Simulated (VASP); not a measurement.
Write the native input for VASP 6.6.1 that does the following.

```yaml
Task: single point
Functional: r2SCAN
Potentials_or_basis: VASP PAW PBE potentials, release 64 (Si)
Cutoff: 520 eV
k_mesh: 20 × 20 × 20
Occupations: gaussian, width 0.15 eV
Spin: no spin polarisation
Dipole_correction: no
Further_INCAR_settings: ALGO = Normal; EDIFF = 1e-06; NBANDS = 11
```

Si:

```
Si
1.0
    -2.31209    2.31209    1.26280
     2.31209   -2.31209    1.26280
     2.31209    2.31209   -1.26280
Si
2
Direct
  0.25000 0.75000 0.50000
  0.50000 0.50000 0.00000
```

This cell differs from its parent crystal: strain -0.025 along x and y, -0.050 along z.

The input as run:

POSCAR

```
Si
1.0
   -2.3120879969      2.3120879969      1.2628021204
    2.3120879969     -2.3120879969      1.2628021204
    2.3120879969      2.3120879969     -1.2628021204
Si
2
Direct
    0.2500000000      0.7500000000      0.5000000000
    0.5000000000      0.5000000000      0.0000000000
```

INCAR.step1

```
ALGO = Normal
EDIFF = 1E-4
ENCUT = 520
GGA = PE
ISMEAR = 0
LASPH = True
LCHARG = False
LREAL = False
LWAVE = True
NBANDS = 11
NELM = 100
PREC = Accurate
SIGMA = 0.15
```

INCAR.step2

```
ALGO = Normal
EDIFF = 1E-6
ENCUT = 520
ISIF = 2
ISMEAR = 0
ISTART = 1
LASPH = True
LCHARG = False
LMIXTAU = True
LREAL = False
LWAVE = False
METAGGA = R2SCAN
NBANDS = 11
NELM = 100
PREC = Accurate
SIGMA = 0.15
```

KPOINTS

```
k-points
0
Gamma
  20 20 20
```

Potentials or basis: VASP PAW PBE potentials, release 64 (Si).

The run is started by

```bash
$ cat potpaw_PBE.64/Si/POTCAR > POTCAR
$ cp INCAR.step1 INCAR
$ mpirun -np 1 vasp_std > vasp.out
$ cp INCAR.step2 INCAR
$ mpirun -np 1 vasp_std > vasp.out
```

It gave:

```yaml
Pressure: 17.4 GPa
Band_gap_on_the_k_mesh: zero (bands 4 and 5 overlap by 7.60 eV)
```

Caveat: the cell differs from its parent crystal (strain -0.025 along x and y, -0.050 along z); the cell stands under pressure; the PAW data sets were made with another functional, which shifts forces and pressure a little.

It took 6.6 min on 1 thread of Intel(R) Xeon(R) Platinum 8488C (Sapphire Rapids), on a shared host, peak memory 0.27 GiB.
